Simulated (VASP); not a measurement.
Write the native input for VASP 6.6.1 that does the following.

| Property | Result |
| --- | --- |
| Task | single point |
| Functional | PBE |
| Potentials or basis | VASP PAW PBE potentials, release 64 (Ga_d, Ge_d) |
| Cutoff | 520 eV |
| k mesh | 14 × 14 × 14 |
| Occupations | gaussian, width 0.15 eV |
| Spin | no spin polarisation |
| Dipole correction | no |
| Further INCAR settings | ALGO = Normal; EDIFF = 1e-07; NBANDS = 20 |

The structure of GaGe lies in POSCAR:

```
GaGe
1.0
    0.0000000000      2.8109086800      2.8109086800
    2.8109086800      0.0000000000      2.8109086800
    2.8109086800      2.8109086800      0.0000000000
Ga Ge
1 1
Direct
    0.7500000000      0.7500000000      0.7500000000
    0.0000000000      0.0000000000      0.0000000000
```

This cell differs from its parent crystal: strain -0.030 along x and y, -0.030 along z.

The input as run:

INCAR

```
PREC = Accurate
ENCUT = 520
EDIFF = 1E-7
ISMEAR = 0
SIGMA = 0.15
LREAL = False
LASPH = True
NELM = 60
ALGO = Normal
ISIF = 2
LWAVE = False
LCHARG = False
GGA = PE
NBANDS = 20
```

KPOINTS

```
regular mesh
0
Gamma
  14 14 14
```

Potentials or basis: VASP PAW PBE potentials, release 64 (Ga_d, Ge_d).

Run with:

```console
$ cat potpaw_PBE.64/Ga_d/POTCAR potpaw_PBE.64/Ge_d/POTCAR > POTCAR
$ mpirun -np 1 vasp_std > vasp.out
```

Results of the run:

| Property | Result |
| --- | --- |
| Pressure | 5.7 GPa |
| Band gap on the k mesh | zero (an odd number of electrons rules out a gap without spin polarisation) |

Caveat: the cell differs from its parent crystal (strain -0.030 along x and y, -0.030 along z); the cell stands under pressure.

It took 120 s on 1 thread of Intel(R) Xeon(R) Platinum 8259CL CPU @ 2.50GHz (Skylake/Cascade Lake), on a shared host, peak memory 0.23 GiB.
